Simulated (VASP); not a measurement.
# Li (P6/mmm) in VASP: notebook

Runs on Li. Level: RPBE. Tasks: single point.

Everything below comes from runs of VASP 6.6.1. Logs are shortened: lines on timing, memory, paths and dates and some standing lists are left out, and cuts for length are marked.

## Step 1: The cell of the first run

The structure is hexagonal, space group P6/mmm (No. 191). Conventional cell: a = 4.927 Å, b = 4.927 Å, c = 2.890 Å, α = 90.00°, β = 90.00°, γ = 120.00°. Within 3.8 Å of Li (site symmetry 6/mmm) lie 14 Li at 2.89 to 3.19 Å. Li (site symmetry -6m2) has 11 Li at 2.84 to 3.19 Å within 3.7 Å.

This isn't the form of Li at room conditions, which is bcc.

## Step 2: Single point, RPBE (20.26 Å³/atom)

Input file INCAR:

```
SYSTEM = Li
PREC = Accurate
ENCUT = 520
EDIFF = 1E-6
ISMEAR = -1
SIGMA = 0.1
LREAL = .False.
LASPH = .True.
NELM = 60
ALGO = Normal
ISIF = 2
LWAVE = .False.
LCHARG = .False.
GGA = RP
NBANDS = 12
```

Input file KPOINTS:

```
regular mesh
0
Gamma
  8 8 12
  0 0 0
```

Input file POSCAR:

```
Li
1.0
    4.9270811238      0.0000000000      0.0000000000
   -2.4635405619      4.2669774197      0.0000000000
    0.0000000000      0.0000000000      2.8904609520
Li
3
Direct
    0.0000000000      0.0000000000      0.0000000000
    0.3333333333      0.6666666667      0.5000000000
    0.6666666667      0.3333333333      0.5000000000
```

Potentials or basis: VASP PAW PBE potentials, release 64 (Li_sv).

Launch:

```
> cat potpaw_PBE.64/Li_sv/POTCAR > POTCAR
> mpirun -np 1 vasp_std > vasp.out
```

OUTCAR:

```text
SYSTEM = Li
   PREC = Accurate
   ENCUT = 520
   EDIFF = 1E-6
   ISMEAR = -1
   LREAL = .False.
   LASPH = .True.
   NELM = 60
   ISIF = 2
   GGA = RP

 ion  position               nearest neighbor table
   1  0.000  0.000  0.000-
   2  0.333  0.667  0.500-
   3  0.667  0.333  0.500-

  LATTYP: Found a hexagonal cell.
 ALAT       =     4.9270811238
 C/A-ratio  =     0.5866477290

  Lattice vectors:

 A1 = (   4.9270811238,   0.0000000000,   0.0000000000)
 A2 = (  -2.4635405619,   4.2669774197,   0.0000000000)
 A3 = (   0.0000000000,   0.0000000000,   2.8904609520)

Analysis of symmetry for initial positions (statically):
=====================================================================
 Subroutine PRICEL returns:
 Original cell was already a primitive cell.

 Routine SETGRP: Setting up the symmetry group for a
 hexagonal supercell.

 Subroutine GETGRP returns: Found 24 space group operations
 (whereof 24 operations were pure point group operations)
 out of a pool of 24 trial point group operations.

The static configuration has the point symmetry D_6h.

Analysis of symmetry for dynamics (positions and initial velocities):
=====================================================================
 Subroutine PRICEL returns:
 Original cell was already a primitive cell.

 Routine SETGRP: Setting up the symmetry group for a
 hexagonal supercell.

 Subroutine GETGRP returns: Found 24 space group operations
 (whereof 24 operations were pure point group operations)
 out of a pool of 24 trial point group operations.

The dynamic configuration has the point symmetry D_6h.

 Subroutine INISYM returns: Found 24 space group operations
 (whereof 24 operations are pure point group operations),
 and found     1 'primitive' translations

----------------------------------------------------------------------------------------

                                     Primitive cell

  volume of cell :      60.7683

  direct lattice vectors                    reciprocal lattice vectors
     4.927081124  0.000000000  0.000000000     0.202959922  0.117178966  0.000000000
    -2.463540562  4.266977420  0.000000000     0.000000000  0.234357931  0.000000000
     0.000000000  0.000000000  2.890460952     0.000000000  0.000000000  0.345965580

  length of vectors
     4.927081124  4.927081124  2.890460952     0.234357931  0.234357931  0.345965580

  position of ions in fractional coordinates (direct lattice)
     0.000000000  0.000000000  0.000000000
     0.333333333  0.666666667  0.500000000
[... 91 lines left out ...]
   NUPDOWN=      -1.0000    fix difference up-down
   EMIN   =  10.00;   EMAX   =-10.00  energy-range for DOS
   EFERMI =   0.00;   METHOD = LEGACY
   ISMEAR =    -1;   SIGMA  =   0.10  broadening in eV -4-tet -1-fermi 0-gaus
   EFERMI_NEDOS =   21; number of points for ismear=-14 and -15
   IALGO  =     38    algorithm
   IMIX   =      4    mixing-type and parameters
     AMIX     =   0.40;   BMIX     =  1.00
     AMIX_MAG =   1.60;   BMIX_MAG =  1.00
  volume/ion in A,a.u.               =      20.26       136.69
  Fermi-wavevector in a.u.,A,eV,Ry     =   0.866157  1.636799 10.207471  0.750228
  Thomas-Fermi vector in A             =   1.984505
   LORBIT       =      0    0 simple, 1 ext, 2 COOP (PROOUT), +10 PAW based schemes
   GGA     = RP    functional components
   LHFCALC =     F    Hartree Fock is set to
   AEXX    =    0.0000 exact exchange contribution
   IVDW    =     0    specifies the selected vdW correction
   LEPSILON=     F    determine dielectric tensor
   LRPA    =     F    only Hartree local field effects (RPA)
 non-spin polarized calculation
  energy-cutoff  :      520.00
  volume of cell :       60.77
 maximum number of plane-waves:      1650
 NGX is ok and might be reduce to    40
   NGX = 19   NGY = 19   NGZ = 11

 number of electron       8.9999989 magnetization

 Free energy of the ion-electron system (eV)
  ---------------------------------------------------
  ext. energy  EPLUGINS =         0.00000000
  ---------------------------------------------------
  free energy    TOTEN  =        -5.41781566 eV

  energy without entropy =       -5.36959832  energy(sigma->0) =       -5.39370699

 E-fermi :   0.6922     XC(G=0):  -7.0098

 val. band max:        0.6634304486   @ k =   0.2500   0.1250   0.0000
 cond. band min:       0.7115115931   @ k =   0.2500   0.2500   0.2500
 fundamental gap:      0.0480811445
 Fermi energy:         0.6922198001

 k-point     1 :       0.0000    0.0000    0.0000
  band No.  band energies     occupation
      1     -46.0919      2.00000
      2     -46.0718      2.00000
      3     -45.9683      2.00000
      4      -2.8788      2.00000
      5       2.8072      0.00000
      6       2.8072      0.00000
      7       2.8620      0.00000
      8       2.8620      0.00000
      9       6.5700      0.00000
     10       6.7513      0.00000
     11      10.9390      0.00000
     12      15.2350      0.00000
[... 331 lines left out ...]
 k-point    24 :       0.3750    0.0000    0.1667
  band No.  band energies     occupation
      1     -46.0838      2.00000
      2     -46.0741      2.00000
      3     -45.9659      2.00000
      4      -1.6334      2.00000
      5      -0.0816      1.99913
      6       1.4167      0.00143
      7       3.9579      0.00000
      8       7.4532      0.00000
      9       7.9666      0.00000
     10       9.2173      0.00000
     11       9.9732      0.00000
     12      11.2083      0.00000

 [... further k-points ...]

------------------------ aborting loop because EDIFF is reached ----------------------------------------

  FORCE on cell =-STRESS in cart. coord.  units (eV):
  Direction    XX          YY          ZZ          XY          YZ          ZX
  --------------------------------------------------------------------------------------
  -------------------------------------------------------------------------------------
  Total        0.1722621      0.1722621      0.2077557      0.0000000      0.0000000      0.0000000
  in kB        4.5417492      4.5417492      5.4775503      0.0000000      0.0000000      0.0000000
  external PRESSURE =       4.8536829 kB  Pullay stress =       0.0000000 kB

 VOLUME and BASIS-vectors are now :
 -----------------------------------------------------------------------------
  energy-cutoff  :      520.00
  volume of cell :       60.77
      direct lattice vectors                 reciprocal lattice vectors
     4.927081124  0.000000000  0.000000000     0.202959922  0.117178966  0.000000000
    -2.463540562  4.266977420  0.000000000     0.000000000  0.234357931  0.000000000
     0.000000000  0.000000000  2.890460952     0.000000000  0.000000000  0.345965580

 POSITION                                       TOTAL-FORCE (eV/Angst)
 -----------------------------------------------------------------------------------
      0.00000      0.00000      0.00000        -0.000000     -0.000000      0.000000
     -0.00000      2.84465      1.44523        -0.000000      0.000000      0.000000
      2.46354      1.42233      1.44523         0.000000     -0.000000     -0.000000
 -----------------------------------------------------------------------------------
    total drift:                               -0.000000      0.000000      0.000000

  FREE ENERGIE OF THE ION-ELECTRON SYSTEM (eV)
  ---------------------------------------------------
  free  energy   TOTEN  =        -5.4178156647 eV

  energy  without entropy=       -5.3695983200  energy(sigma->0) =       -5.39370699
```

stdout:

```text
POSCAR found type information on POSCAR Li
 POSCAR found :  1 types and       3 ions
 scaLAPACK will be used
 -----------------------------------------------------------------------------
|                                                                             |
|                                                                             |
|     You enforced a specific xc type in the INCAR file but a different       |
|     I HOPE YOU KNOW WHAT YOU ARE DOING!                                     |
|                                                                             |
 -----------------------------------------------------------------------------

 LDA part: xc-table for (Slater+PW92), standard interpolation
 POSCAR, INCAR and KPOINTS ok, starting setup
 FFT: planning ... GRIDC
 FFT: planning ... GRID_SOFT
 FFT: planning ... GRID
 WAVECAR not read
 entering main loop
```

Wall time 23 s (1 thread of Intel Xeon Platinum 8488C (Sapphire Rapids), shared host); peak memory 0.19 GiB.

What came out:

```yaml
Free_energy: -5.4178 eV
Band_gap_on_the_k_mesh: zero (an odd number of electrons rules out a gap without spin polarisation)
```

Levels at points of the mesh, in eV from the Fermi level:
```csv
k point,band 2,band 3,band 4,band 5,band 6,band 7
"(0.00, 0.00, 0.00)",-46.76,-46.66,-3.57,2.11,2.11,2.17
"(0.50, 0.00, 0.00)",-46.77,-46.66,-2.05,-2.02,0.11,3.10
"(0.00, 0.00, 0.50)",-46.75,-46.65,-0.53,0.13,5.48,5.52
"(0.50, 0.00, 0.50)",-46.76,-46.65,0.60,0.73,1.97,3.02
```

Caveat: the cutoff is under 1.25 times the usual one of these potentials, so pressure, stress and relaxed cells hold a basis-set (Pulay) error; the PAW data sets were made with another functional, which shifts forces and pressure a little.

## Step 3: Single point, RPBE (21.10 Å³/atom)

This run uses another cell than the first one, of 21.10 Å³/atom.

Input file INCAR:

```
PREC     = Accurate       # precision mode
ENCUT    = 520            # plane-wave cutoff, eV
EDIFF    = 1E-6           # SCF threshold, eV
ISMEAR   = -1             # smearing method
SIGMA    = 0.1            # smearing width, eV
LREAL    = F              # projectors in reciprocal space
LASPH    = T              # aspherical terms in the spheres
NELM     = 100            # most SCF steps
ALGO     = Normal         # electronic algorithm
ISIF     = 2              # what is computed and relaxed
LWAVE    = F              # write WAVECAR
LCHARG   = F              # write CHGCAR
GGA      = RP             # functional
NBANDS   = 12             # bands
```

Input file KPOINTS:

```
regular mesh
0
Gamma
  8 8 12
```

Input file POSCAR:

```
Li
1.0
    4.9945837739      0.0000000000      0.0000000000
   -2.4972918869      4.3254364295      0.0000000000
    0.0000000000      0.0000000000      2.9300612284
Li
3
Direct
    0.0000000000      0.0000000000      0.0000000000
    0.3333333333      0.6666666667      0.5000000000
    0.6666666667      0.3333333333      0.5000000000
```

Potentials or basis: VASP PAW PBE potentials, release 64 (Li_sv).

Launch:

```
> cat potpaw_PBE.64/Li_sv/POTCAR > POTCAR
> mpirun -np 1 vasp_std > vasp.out
```

Run time: 22 s. Hardware: 1 thread of Intel Xeon Platinum 8488C (Sapphire Rapids), shared host; peak memory 0.19 GiB.

It converged, with:

| Item | Value |
| --- | --- |
| Free energy | -5.4225 eV |
| Band gap on the k mesh | zero (an odd number of electrons rules out a gap without spin polarisation) |

Levels at points of the mesh, in eV from the Fermi level:
| k point | band 2 | band 3 | band 4 | band 5 | band 6 | band 7 |
| --- | --- | --- | --- | --- | --- | --- |
| (0.00, 0.00, 0.00) | -46.83 | -46.73 | -3.52 | 2.07 | 2.07 | 2.13 |
| (0.50, 0.00, 0.00) | -46.84 | -46.73 | -2.01 | -1.99 | 0.12 | 2.97 |
| (0.00, 0.00, 0.50) | -46.83 | -46.72 | -0.51 | 0.10 | 5.34 | 5.37 |
| (0.50, 0.00, 0.50) | -46.83 | -46.72 | 0.60 | 0.71 | 1.92 | 2.90 |

Caveat: the cutoff is under 1.25 times the usual one of these potentials, so pressure, stress and relaxed cells hold a basis-set (Pulay) error; the PAW data sets were made with another functional, which shifts forces and pressure a little.

(Continued in part 2 of 2.)

The gap in the log of VASP goes by the Fermi energy; the results here count the filled bands.